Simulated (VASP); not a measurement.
Input of a VASP 6.6.1 run:

INCAR

```
SYSTEM = Si4C5
PREC     = Accurate       ! precision mode
ENCUT    = 520            ! plane-wave cutoff, eV
EDIFF    = 1E-6           ! SCF threshold, eV
ISMEAR   = 0              ! smearing method
SIGMA    = 0.05           ! smearing width, eV
LREAL    = .FALSE.        ! projectors in reciprocal space
LASPH    = .TRUE.         ! aspherical terms in the spheres
NELM     = 150            ! most SCF steps
ALGO     = Normal         ! electronic algorithm
ISIF     = 2              ! what is computed and relaxed
LWAVE    = .FALSE.        ! write WAVECAR
LCHARG   = .FALSE.        ! write CHGCAR
ISPIN    = 2              ! spin polarisation
MAGMOM   = 0 0 0 0 0 0 0 0 2 ! initial moments
LORBIT   = 11             ! projections on sites
LDIPOL   = .TRUE.       
IDIPOL   = 3            
DIPOL    = 0.5 0.5 0.320
GGA      = PE             ! functional
NBANDS   = 32             ! bands
```

KPOINTS

```
regular mesh
0
G
  9 5 1
  0 0 0
```

Contents of POSCAR:

```
Si4C5
1.0
    3.0920147294      0.0000000000      0.0000000000
    0.0000000000      5.0738209150      0.0000000000
    0.0000000000      0.0000000000     18.9686857271
Si C
4 5
Direct
    0.0000000000      0.9954360478      0.2108738611
    0.5000000000      0.4954360478      0.2579297184
    0.5000000000      0.9936728437      0.3565277199
    0.0000000000      0.4650509218      0.3853429993
    0.0000000000      0.6195639522      0.2108738611
    0.5000000000      0.1195639522      0.2579297184
    0.5000000000      0.6250367736      0.3569005385
    0.0000000000      0.1238202484      0.3937376492
    0.3333333333      0.2904869151      0.4503929368
```

Potentials or basis: VASP PAW PBE potentials, release 64 (Si, C).

Launch:

```sh
$ cat potpaw_PBE.64/Si/POTCAR potpaw_PBE.64/C/POTCAR > POTCAR
$ mpirun -np 1 vasp_std > vasp.out
```

Task: Predict the largest force.

Result: 3.888 eV/Å.

Task: Predict the band gap on the k mesh.

Result: 0.06 eV (least direct gap 0.39 eV).

Task: What does it give for the net moment?

Result: 0.00 μB per cell.

Forces in eV/Å, atoms in the order of the input:
```
Si  -0.044 -1.953  1.793
Si   0.089  0.943 -2.476
Si   0.195 -0.966 -1.115
Si  -1.044  3.518  1.284
C   -0.034  1.066  1.374
C    0.107  0.392 -0.347
C    0.650  0.167 -1.608
C    2.741 -1.563  1.075
C   -2.658 -1.604  0.020
```

Caveat: semilocal functionals underestimate gaps, and a narrow one can read as zero.
